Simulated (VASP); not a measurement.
# Be2As3P (Cm) in VASP: single point with r2SCAN+rVV10

Aim: the single point of Be2As3P with r2SCAN+rVV10.

Everything below comes from runs of VASP 6.6.1. Logs are shortened: lines on timing, memory, paths and dates and some standing lists are left out, and cuts for length are marked.

## Step 1: The cell of the first run

It takes space group Cm (No. 8, monoclinic). The conventional cell has a = 6.807 Å, b = 3.445 Å, c = 8.261 Å, α = 90.00°, β = 90.37°, γ = 90.00°. Within 3.0 Å of Be (site symmetry m) lie 6 As at 2.26 to 2.69 Å. Be (site symmetry m) has 3 P at 2.17 to 2.45 Å and 4 As at 2.28 to 2.97 Å within 3.0 Å. As (site symmetry m) has 4 Be at 2.28 to 2.97 Å and 2 P at 2.41 Å and 2 As at 3.02 Å within 3.1 Å. As (site symmetry m) has 3 Be at 2.28 to 2.70 Å and 2 As at 2.49 Å and 2 P at 2.92 Å within 3.0 Å. As (site symmetry m) has 3 Be at 2.26 to 2.49 Å and 4 As at 2.49 to 3.02 Å within 3.1 Å. P (site symmetry m) has 3 Be at 2.17 to 2.45 Å and 4 As at 2.41 to 2.92 Å within 3.0 Å.

## Step 2: Single point, r2SCAN+rVV10

The input, POSCAR:

```
Be2As3P
1.0
    3.4033889456     -1.7226342435      0.0461849289
    3.4033889456      1.7226342435      0.0461849289
   -0.1650953407      0.0000000000      8.2596226888
Be As P
2 3 1
Direct
    0.7316407568      0.7316407568      0.3288553627
    0.2673889045      0.2673889045      0.8133681542
    0.4624035709      0.4624035709      0.4922576817
    0.5373191368      0.5373191368      0.9781031892
    1.0206461400      1.0206461400      0.1956942373
   -0.0193975090     -0.0193975090      0.6964403750
```

The input, INCAR.step1:

```
SYSTEM = Be2As3P
PREC = Accurate
ENCUT = 520
ISMEAR = -1
SIGMA = 0.03
LREAL = .FALSE.
LASPH = .TRUE.
NELM = 100
NBANDS = 21
GGA = PE
ALGO = Normal
EDIFF = 1E-4
LWAVE = .TRUE.
LCHARG = .FALSE.
```

The input, INCAR.step2:

```
SYSTEM = Be2As3P
PREC = Accurate
ENCUT = 520
EDIFF = 1E-6
ISMEAR = -1
SIGMA = 0.03
LREAL = .FALSE.
LASPH = .TRUE.
NELM = 100
ALGO = Normal
ISIF = 2
LWAVE = .FALSE.
LCHARG = .FALSE.
METAGGA = R2SCAN
LMIXTAU = .TRUE.
LUSE_VDW = .TRUE.
IVDW_NL = 2
BPARAM = 11.95
CPARAM = 0.0093
NBANDS = 21
ISTART = 1
```

The input, KPOINTS:

```
Automatic mesh
0
G
  10 10 4
  0 0 0
```

Potentials or basis: VASP PAW PBE potentials, release 64 (Be, As, P).

Launch:

```bash
cat potpaw_PBE.64/Be/POTCAR potpaw_PBE.64/As/POTCAR potpaw_PBE.64/P/POTCAR > POTCAR
cp INCAR.step1 INCAR
mpirun -np 1 vasp_std > vasp.out
cp INCAR.step2 INCAR
mpirun -np 1 vasp_std > vasp.out
```

OUTCAR:

```text
SYSTEM = Be2As3P
   PREC = Accurate
   ENCUT = 520
   EDIFF = 1E-6
   ISMEAR = -1
   LREAL = .FALSE.
   LASPH = .TRUE.
   NELM = 100
   ISIF = 2
   METAGGA = R2SCAN
   IVDW_NL = 2
   BPARAM = 11.95
   ISTART = 1

 ion  position               nearest neighbor table
   1  0.732  0.732  0.329-   5 2.26   3 2.28   5 2.49   5 2.49
   2  0.267  0.267  0.813-   6 2.17   4 2.28   6 2.45   6 2.45
   3  0.462  0.462  0.492-   1 2.28   6 2.41   6 2.41
   4  0.537  0.537  0.978-   2 2.28   5 2.49   5 2.49   6 2.92   6 2.92
   5  0.021  0.021  0.196-   1 2.26   4 2.49   4 2.49   1 2.49   1 2.49
   6  0.981  0.981  0.696-   2 2.17   3 2.41   3 2.41   2 2.45   2 2.45   4 2.92   4 2.92

  LATTYP: Found a base centered monoclinic cell.
 ALAT       =     6.8074046046
 B/A-ratio  =     0.5061060253
 C/A-ratio  =     1.2135715426
 COS(beta)  =    -0.0064160935

  Lattice vectors:

 A1 = (   3.4033889456,  -1.7226342435,   0.0461849289)
 A2 = (   3.4033889456,   1.7226342435,   0.0461849289)
 A3 = (  -0.1650953407,   0.0000000000,   8.2596226888)

Analysis of symmetry for initial positions (statically):
=====================================================================
 Subroutine PRICEL returns:
 Original cell was already a primitive cell.

 Routine SETGRP: Setting up the symmetry group for a
 base centered monoclinic supercell.

 Subroutine GETGRP returns: Found  2 space group operations
 (whereof  2 operations were pure point group operations)
 out of a pool of  4 trial point group operations.

The static configuration has the point symmetry C_1h.

Analysis of symmetry for dynamics (positions and initial velocities):
=====================================================================
 Subroutine PRICEL returns:
 Original cell was already a primitive cell.

 Routine SETGRP: Setting up the symmetry group for a
 base centered monoclinic supercell.

 Subroutine GETGRP returns: Found  2 space group operations
 (whereof  2 operations were pure point group operations)
 out of a pool of  4 trial point group operations.

The dynamic configuration has the point symmetry C_1h.

 Subroutine INISYM returns: Found  2 space group operations
 (whereof  2 operations are pure point group operations),
 and found     1 'primitive' translations

----------------------------------------------------------------------------------------

                                     Primitive cell

  volume of cell :      96.8752

  direct lattice vectors                    reciprocal lattice vectors
     3.403388946 -1.722634243  0.046184929     0.146872550 -0.290253141  0.002935724
     3.403388946  1.722634243  0.046184929     0.146872550  0.290253141  0.002935724
    -0.165095341  0.000000000  8.259622689    -0.001642520  0.000000000  0.121038075

  length of vectors
     3.814794634  3.814794634  8.261272507     0.325310698  0.325310698  0.121049219

  position of ions in fractional coordinates (direct lattice)
     0.731640757  0.731640757  0.328855363
     0.267388905  0.267388905  0.813368154
     0.462403571  0.462403571  0.492257682
     0.537319137  0.537319137  0.978103189
     0.020646140  0.020646140  0.195694237
     0.980602491  0.980602491  0.696440375

  ion indices of the primitive-cell ions
   primitive index   ion index
                 1           1
                 2           2
                 3           3
                 4           4
                 5           5
                 6           6

----------------------------------------------------------------------------------------

 KPOINTS: Automatic mesh

Automatic generation of k-mesh.
 Grid dimensions read from file:
 generate k-points for:   10   10    4

 Generating k-lattice:

  Cartesian coordinates                     Fractional coordinates (reciprocal lattice)
     0.014687255 -0.029025314  0.000293572     0.100000000 -0.000000000  0.000000000
     0.014687255  0.029025314  0.000293572    -0.000000000  0.100000000  0.000000000
    -0.000410630  0.000000000  0.030259519    -0.000000000 -0.000000000  0.250000000

  Length of vectors
     0.032531070  0.032531070  0.030262305

  Shift w.r.t. Gamma in fractional coordinates (k-lattice)
     0.000000000  0.000000000  0.000000000

 Subroutine IBZKPT returns following result:
 ===========================================

 Found    117 irreducible k-points:

 Following reciprocal coordinates:
            Coordinates               Weight
  0.000000  0.000000  0.000000      1.000000
  0.100000  0.000000 -0.000000      4.000000
  0.200000  0.000000 -0.000000      4.000000
  0.300000 -0.000000 -0.000000      4.000000
  0.400000  0.000000 -0.000000      4.000000
  0.500000 -0.000000 -0.000000      2.000000
[... 16 lines left out ...]
  0.300000  0.300000 -0.000000      2.000000
  0.400000  0.300000  0.000000      4.000000
 [... further k-points ...]
   k-points           NKPTS =    117   k-points in BZ     NKDIM =    117   number of bands    NBANDS=     21
   number of dos      NEDOS =    301   number of ions     NIONS =      6
   total plane-waves  NPLWV =  50176
   dimension x,y,z NGX =    28 NGY =   28 NGZ =   64
   dimension x,y,z NGXF=    56 NGYF=   56 NGZF=  128
   ions per type =               2   3   1
   NGX,Y,Z   is equivalent  to a cutoff of  12.20, 12.20, 12.88 a.u.
   NGXF,Y,Z  is equivalent  to a cutoff of  24.40, 24.40, 25.76 a.u.
 SYSTEM =  Be2As3P
   PREC   = accura    normal or accurate (medium, high low for compatibility)
   ISTART =      1    job   : 0-new  1-cont  2-samecut
   ICHARG =      0    charge: 1-file 2-atom 10-const
   ISPIN  =      1    spin polarized calculation?
   LNONCOLLINEAR =      F non collinear calculations
   LSORBIT =      F    spin-orbit coupling
   LASPH  =      T    aspherical Exc in radial PAW
   ENCUT  =  520.0 eV  38.22 Ry    6.18 a.u.   7.09  7.09 15.36*2*pi/ulx,y,z
   NELM   =    100;   NELMIN=  2; NELMDL=  0     # of ELM steps
   EDIFF  = 0.1E-05   stopping-criterion for ELM
   LREAL  =      F    real-space projection
   EDIFFG = 0.1E-04   stopping-criterion for IOM
   NSW    =      0    number of steps for IOM
   IBRION =     -1    ionic relax: 0-MD 1-quasi-New 2-CG
   NFREE  =      0    steps in history (QN), initial steepest desc. (CG)
   ISIF   =      2    stress and relaxation
   ISYM   =      2    0-nonsym 1-usesym 2-fastsym
   POTIM  = 0.5000    time-step for ionic-motion
   TEBEG  =    0.0;   TEEND  =   0.0 temperature during run
   PSTRESS=    0.0 pullay stress
   NELECT =      24.0000    total number of electrons
   NUPDOWN=      -1.0000    fix difference up-down
   EMIN   =  10.00;   EMAX   =-10.00  energy-range for DOS
   EFERMI =   0.00;   METHOD = LEGACY
   ISMEAR =    -1;   SIGMA  =   0.03  broadening in eV -4-tet -1-fermi 0-gaus
   EFERMI_NEDOS =   21; number of points for ismear=-14 and -15
   IALGO  =     38    algorithm
   IMIX   =      4    mixing-type and parameters
     AMIX     =   0.40;   BMIX     =  1.00
     AMIX_MAG =   1.60;   BMIX_MAG =  1.00
  volume/ion in A,a.u.               =      16.15       108.96
  Fermi-wavevector in a.u.,A,eV,Ry     =   1.028192  1.943002 14.383800  1.057179
  Thomas-Fermi vector in A             =   2.162176
   LORBIT       =      0    0 simple, 1 ext, 2 COOP (PROOUT), +10 PAW based schemes
   METAGGA = R2SCAN    functional components
   LHFCALC =     F    Hartree Fock is set to
   AEXX    =    0.0000 exact exchange contribution
   IVDW_NL    =     2    kernel type
   BPARAM     =11.9500
   IVDW    =     0    specifies the selected vdW correction
   LEPSILON=     F    determine dielectric tensor
   LRPA    =     F    only Hartree local field effects (RPA)
 non-spin polarized calculation
  energy-cutoff  :      520.00
  volume of cell :       96.88
 maximum number of plane-waves:      2633
   NGX = 15   NGY = 15   NGZ = 31

 number of electron      23.9999999 magnetization

 Free energy of the ion-electron system (eV)
  ---------------------------------------------------
  ext. energy  EPLUGINS =         0.00000000
  ---------------------------------------------------
  free energy    TOTEN  =       -60.52173088 eV

  energy without entropy =      -60.51779944  energy(sigma->0) =      -60.51976516

 E-fermi :   5.8123     XC(G=0): -10.7425

 val. band max:        5.7969528767   @ k =  -0.2000  -0.2000   0.2500
 cond. band min:       5.8200974006   @ k =  -0.4000   0.1000   0.0000
 fundamental gap:      0.0231445240
 Fermi energy:         5.8122625786

 k-point     1 :       0.0000    0.0000    0.0000
  band No.  band energies     occupation
      1      -9.4608      2.00000
      2      -8.0321      2.00000
      3      -6.4202      2.00000
      4      -1.9492      2.00000
      5       0.1296      2.00000
      6       3.0445      2.00000
[... 13 lines left out ...]
     20      10.5684      0.00000
     21      12.1320      0.00000

 k-point     2 :       0.1000    0.0000   -0.0000
  band No.  band energies     occupation
      1      -9.3192      2.00000
      2      -7.8949      2.00000
      3      -6.2989      2.00000
      4      -2.0286      2.00000
      5       0.2642      2.00000
      6       2.7113      2.00000
[... 13 lines left out ...]
     20      11.2147      0.00000
     21      11.4365      0.00000

 k-point     3 :       0.2000    0.0000   -0.0000
  band No.  band energies     occupation
      1      -8.8970      2.00000
      2      -7.4894      2.00000
      3      -5.9507      2.00000
      4      -2.4360      2.00000
      5       0.6620      2.00000
      6       1.4910      2.00000
[... 13 lines left out ...]
     20      10.8713      0.00000
     21      11.7007      0.00000
[... 457 lines left out ...]
 k-point    23 :       0.3000    0.3000   -0.0000
  band No.  band energies     occupation
      1      -8.8659      2.00000
      2      -7.4829      2.00000
      3      -5.7927      2.00000
      4      -1.4851      2.00000
      5      -0.4411      2.00000
      6       0.4120      2.00000
[... 13 lines left out ...]
     20      13.0294      0.00000
     21      13.9990      0.00000

 k-point    24 :       0.4000    0.3000    0.0000
  band No.  band energies     occupation
      1      -8.5904      2.00000
      2      -7.2322      2.00000
      3      -5.5338      2.00000
      4      -1.6538      2.00000
      5      -0.8113      2.00000
      6       0.3593      2.00000
[... 13 lines left out ...]
     20      13.4603      0.00000
     21      14.0463      0.00000

 [... further k-points ...]

------------------------ aborting loop because EDIFF is reached ----------------------------------------

  FORCE on cell =-STRESS in cart. coord.  units (eV):
  Direction    XX          YY          ZZ          XY          YZ          ZX
  --------------------------------------------------------------------------------------
  -------------------------------------------------------------------------------------
  Total        0.3028180      0.2425810     -0.0656429      0.0000000      0.0000000      0.0068500
  in kB        5.0081772      4.0119418     -1.0856389      0.0000000      0.0000000      0.1132894
  external PRESSURE =       2.6448267 kB  Pullay stress =       0.0000000 kB

 VOLUME and BASIS-vectors are now :
 -----------------------------------------------------------------------------
  energy-cutoff  :      520.00
  volume of cell :       96.88
      direct lattice vectors                 reciprocal lattice vectors
     3.403388946 -1.722634243  0.046184929     0.146872550 -0.290253141  0.002935724
     3.403388946  1.722634243  0.046184929     0.146872550  0.290253141  0.002935724
    -0.165095341  0.000000000  8.259622689    -0.001642520  0.000000000  0.121038075

 POSITION                                       TOTAL-FORCE (eV/Angst)
 -----------------------------------------------------------------------------------
      4.92582      0.00000      2.78380         0.010794      0.000000      0.000053
      1.68577      0.00000      6.74281        -0.007433      0.000000     -0.003623
      3.06621      0.00000      4.10857        -0.015696      0.000000      0.004400
      3.49593      0.00000      8.12840         0.017429      0.000000     -0.052163
      0.10823      0.00000      1.61827        -0.001835      0.000000      0.029113
      6.55976      0.00000      5.84291        -0.003259      0.000000      0.022220
 -----------------------------------------------------------------------------------
    total drift:                               -0.000070     -0.000000     -0.000044

  FREE ENERGIE OF THE ION-ELECTRON SYSTEM (eV)
  ---------------------------------------------------
  free  energy   TOTEN  =       -60.5217308829 eV

  energy  without entropy=      -60.5177994439  energy(sigma->0) =      -60.51976516
```

Run time: 7 min. Hardware: 1 thread of AMD EPYC 9R45 (Zen 5), shared host; peak memory 0.54 GiB.

What came out:

```yaml
Free_energy: -60.5217 eV
Pressure: 0.3 GPa
Largest_force: 0.055 eV/Å
Band_gap_on_the_k_mesh: zero (bands 12 and 13 overlap by 2.46 eV)
```

Forces on the atoms (eV/Å):
```
Be   0.011  0.000  0.000
Be  -0.007  0.000 -0.004
As  -0.016  0.000  0.004
As   0.017  0.000 -0.052
As  -0.002  0.000  0.029
P   -0.003  0.000  0.022
```

Stress tensor (GPa, compression positive):
```
 0.50  0.00  0.01
 0.00  0.40  0.00
 0.01  0.00 -0.11
```

Levels at points of the mesh, in eV from the Fermi level:
```csv
k point,band 9,band 10,band 11,band 12,band 13,band 14,band 15,band 16
"(0.00, 0.00, 0.00)",-0.90,-0.66,0.37,1.59,1.70,1.84,2.84,3.20
"(0.50, 0.00, 0.00)",-2.85,-2.82,-2.21,-2.01,-0.52,-0.41,2.30,2.70
"(0.50, 0.50, 0.00)",-3.35,-1.58,-1.39,-0.21,0.32,0.79,2.80,3.32
"(0.00, 0.00, 0.50)",-1.89,-1.33,0.65,0.75,2.71,2.91,3.12,3.17
"(0.50, 0.00, 0.50)",-3.23,-2.96,-1.67,-1.59,1.56,1.71,2.46,2.72
"(0.50, 0.50, 0.50)",-3.07,-2.42,-1.99,-1.94,1.82,1.93,2.62,3.17
```

Caveat: the PAW data sets were made with another functional, which shifts forces and pressure a little.
